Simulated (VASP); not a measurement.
**Al: single point with PBEsol**

The system is Al, a slab with vacuum.

```
Al
1.0
     5.72757    0.00000    0.00000
     2.86378    4.96022    0.00000
     0.00000    0.00000   17.67654
Al
13
Direct
  0.16667 0.16667 0.05657
  0.66667 0.16667 0.05657
  0.16667 0.66666 0.05657
  0.66667 0.66666 0.05657
  0.84165 0.33015 0.18179
  0.34366 0.32829 0.18091
  0.83501 0.84101 0.18582
  0.34521 0.82178 0.19558
  0.00286 0.00542 0.31567
  0.45610 0.03536 0.31475
  0.96216 0.51845 0.31155
  0.52786 0.43391 0.30920
  0.40793 0.74299 0.43152
```

```yaml
Program: VASP 6.6.1
Task: single point
Functional: PBEsol
Potentials_or_basis: VASP PAW PBE potentials, release 64 (Al)
Cutoff: 400 eV
k_mesh: 3 × 3 × 1
Occupations: fermi-dirac, width 0.15 eV
Spin: no spin polarisation
```

* Largest force: 1.003 eV/Å

Forces in eV/Å, atoms in the order of the input:
```
Al   0.015 -0.218 -0.113
Al   0.042 -0.022 -0.297
Al   0.187  0.104  0.019
Al  -0.187  0.117  0.009
Al   0.119  0.004  0.037
Al  -0.330  0.136  0.085
Al  -0.037 -0.181 -0.034
Al  -0.031 -0.105 -0.744
Al  -0.203 -0.579  0.363
Al   0.234 -0.701  0.367
Al   0.193  0.285  0.444
Al  -0.017  0.980  0.215
Al   0.017  0.181 -0.351
```

Levels at points of the mesh, in eV from the Fermi level:
| k point | band 17 | band 18 | band 19 | band 20 | band 21 | band 22 | band 23 | band 24 |
| --- | --- | --- | --- | --- | --- | --- | --- | --- |
| (0.00, 0.00, 0.00) | -1.60 | -0.85 | -0.54 | -0.25 | -0.14 | -0.05 | 0.08 | 1.20 |

It took 2.9 min on 1 thread of AMD EPYC 7R13 (shared host), peak memory 0.4 GiB.

Caveat: the k points lie up to 0.42 Å⁻¹ apart; the PAW data sets were made with another functional, which shifts forces and pressure a little.
